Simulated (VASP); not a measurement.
Crystal: Hf.

```
Hf
1.0
     3.19670    0.00000    0.00000
    -1.59835    2.76842    0.00000
     0.00000    0.00000    5.05780
Hf
2
Direct
  0.66667 0.33333 0.75000
  0.33333 0.66667 0.25000
```

| Quantity | Value |
| --- | --- |
| Program | VASP 6.6.1 |
| Task | relaxation of cell and atoms |
| Functional | PBEsol |
| Potentials or basis | VASP PAW PBE potentials, release 64 (Hf_pv) |
| Cutoff | 600 eV |
| k mesh | 10 × 10 × 5 |
| Occupations | fermi-dirac, width 0.05 eV |
| Spin | no spin polarisation |

At the start: pressure -4.3 GPa; volume 22.38 Å³/atom.

Question: Where does the relaxation end?

Answer: Over 3 steps the energy falls by 12.2 meV/atom and the volume is 21.51 Å³/atom (-3.9 %); space group P6_3/mmc (No. 194, to 0.05 Å).

The path:
```tsv
step	energy change (eV)	largest force (eV/Å)	pressure (GPa)	volume (Å³)
1	0.0000	0.0000	-4.30	44.76
2	0.0124	0.0000	6.03	40.98
3	-0.0244	0.0000	-0.05	43.02
```

Final structure:
```
CELL_PARAMETERS angstrom
3.15636 0.00000 0.00000
-1.57818 2.73349 0.00000
0.00000 0.00000 4.98599
ATOMIC_POSITIONS crystal
Hf 0.66667 0.33333 0.75000
Hf 0.33333 0.66667 0.25000
```

Caveat: the PAW data sets were made with another functional, which shifts forces and pressure a little.
